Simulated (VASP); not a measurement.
Here is a VASP 6.6.1 calculation.

The input INCAR:

```
SYSTEM = TiSe
  PREC = Accurate
  ENCUT = 520
  EDIFF = 1E-6
  ISMEAR = -1
  SIGMA = 0.05
  LREAL = .False.
  LASPH = .True.
  NELM = 60
  ALGO = Normal
  ISIF = 2
  LWAVE = .False.
  LCHARG = .False.
  GGA = PS
  NBANDS = 26
```

Contents of KPOINTS:

```
regular mesh
0
Gamma
  9 9 5
  0 0 0
```

Contents of POSCAR:

```
TiSe
1.0
    3.5590000000      0.0000000000      0.0000000000
   -1.7795000000      3.0821844121      0.0000000000
    0.0000000000      0.0000000000      6.2200000000
Se Ti
2 2
Direct
    0.6666666667      0.3333333333      0.7500000000
    0.3333333333      0.6666666667      0.2500000000
    0.0000000000      0.0000000000      0.5000000000
    0.0000000000      0.0000000000      0.0000000000
```

Potentials or basis: VASP PAW PBE potentials, release 64 (Se, Ti_sv).

Command:

```bash
$ cat potpaw_PBE.64/Se/POTCAR potpaw_PBE.64/Ti_sv/POTCAR > POTCAR
$ mpirun -np 1 vasp_std > vasp.out
```

Task: Predict the pressure.

Result: -0.4 GPa.

Task: What does it give for the band gap on the k mesh?

Result: Zero (band 18 reaches 9.06 eV, above the bottom of band 19 at 8.24 eV).

Stress tensor (GPa, compression positive):
```
-3.71  0.00  0.00
 0.00 -3.71  0.00
 0.00  0.00  6.23
```

Caveat: the PAW data sets were made with another functional, which shifts forces and pressure a little.
